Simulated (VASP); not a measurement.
Wanted: the native input for a VASP 6.6.1 run.

- Task: single point
- Functional: PBEsol
- Potentials or basis: VASP PAW PBE potentials, release 64 (Pb_d)
- Cutoff: 520 eV
- k mesh: 18 × 18 × 10
- Occupations: gaussian, width 0.15 eV
- Spin: no spin polarisation
- Dipole correction: no
- Further INCAR settings: ALGO = Fast; EDIFF = 1e-06; NBANDS = 21

The structure of Pb lies in POSCAR:

```
Pb
1.0
    3.2016006353      0.0000000000      0.0000000000
   -1.6008003177      2.7726674830      0.0000000000
    0.0000000000      0.0000000000      5.5900000000
Pb
2
Direct
    0.3333333333      0.6666666667      0.2500000000
    0.6666666667      0.3333333333      0.7500000000
```

This cell differs from its parent crystal: strain -0.080 along x and y, +0.000 along z.

One way to write it, as run:

INCAR

```
  PREC = Accurate
  ENCUT = 520
  EDIFF = 1E-6
  ISMEAR = 0
  SIGMA = 0.15
  LREAL = False
  LASPH = True
  NELM = 100
  ALGO = Fast
  ISIF = 2
  LWAVE = False
  LCHARG = False
  GGA = PS
  NBANDS = 21
```

KPOINTS

```
Automatic mesh
0
Gamma
  18 18 10
```

Potentials or basis: VASP PAW PBE potentials, release 64 (Pb_d).

The run is started by

```sh
$ cat potpaw_PBE.64/Pb_d/POTCAR > POTCAR
$ mpirun -np 1 vasp_std > vasp.out
```

It gave:

The pressure is 14.0 GPa and the band gap on the k mesh is zero (band 14 reaches 17.01 eV, above the bottom of band 15 at 7.14 eV).

Caveat: the cell differs from its parent crystal (strain -0.080 along x and y, +0.000 along z); the PAW data sets were made with another functional, which shifts forces and pressure a little; spin-orbit coupling is left out, which moves the levels of the heavy elements.

Wall time 81 s on 1 thread of Intel(R) Xeon(R) 6975P-C (Granite Rapids) (shared host), peak memory 0.3 GiB.
